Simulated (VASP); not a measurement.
Set up this calculation in VASP 6.6.1, as the native input.

```
Task                   : single point
Functional             : PBEsol
Potentials or basis    : VASP PAW PBE potentials, release 64 (Bi_d, N)
Cutoff                 : 520 eV
k mesh                 : 10 × 10 × 6
Occupations            : gaussian, width 0.05 eV
Spin                   : no spin polarisation
Dipole correction      : no
Further INCAR settings : ALGO = Normal; EDIFF = 1e-06; NBANDS = 28
```

The structure of BiN lies in POSCAR:

```
BiN
1.0
    3.4892826067      0.0000000000      0.0000000000
   -1.7446413033      3.0218073784      0.0000000000
    0.0000000000      0.0000000000      6.3512157958
Bi N
2 2
Direct
    0.0000000000      0.0000000000      0.0000000000
    0.0000000000      0.0000000000      0.5000000000
    0.3333333333      0.6666666667      0.2500000000
    0.6666666667      0.3333333333      0.7500000000
```

The input as run:

INCAR

```
SYSTEM = BiN
PREC = Accurate ; ENCUT = 520
EDIFF = 1E-6 ; ISMEAR = 0
SIGMA = 0.05 ; LREAL = .FALSE.
LASPH = .TRUE. ; NELM = 100
ALGO = Normal ; ISIF = 2
LWAVE = .FALSE. ; LCHARG = .FALSE.
GGA = PS ; NBANDS = 28
```

KPOINTS

```
Automatic mesh
0
G
  10 10 6
  0 0 0
```

Potentials or basis: VASP PAW PBE potentials, release 64 (Bi_d, N).

Run with:

```bash
$ cat potpaw_PBE.64/Bi_d/POTCAR potpaw_PBE.64/N/POTCAR > POTCAR
$ mpirun -np 1 vasp_std > vasp.out
```

It gave:

The pressure is 0.0 GPa and the band gap on the k mesh is zero (band 20 reaches 9.46 eV, above the bottom of band 21 at 8.38 eV).

Caveat: the PAW data sets were made with another functional, which shifts forces and pressure a little; spin-orbit coupling is left out, which moves the levels of the heavy elements.

Wall time 38 s on 1 thread of Intel(R) Xeon(R) 6975P-C (Granite Rapids) (shared host), peak memory 0.23 GiB.
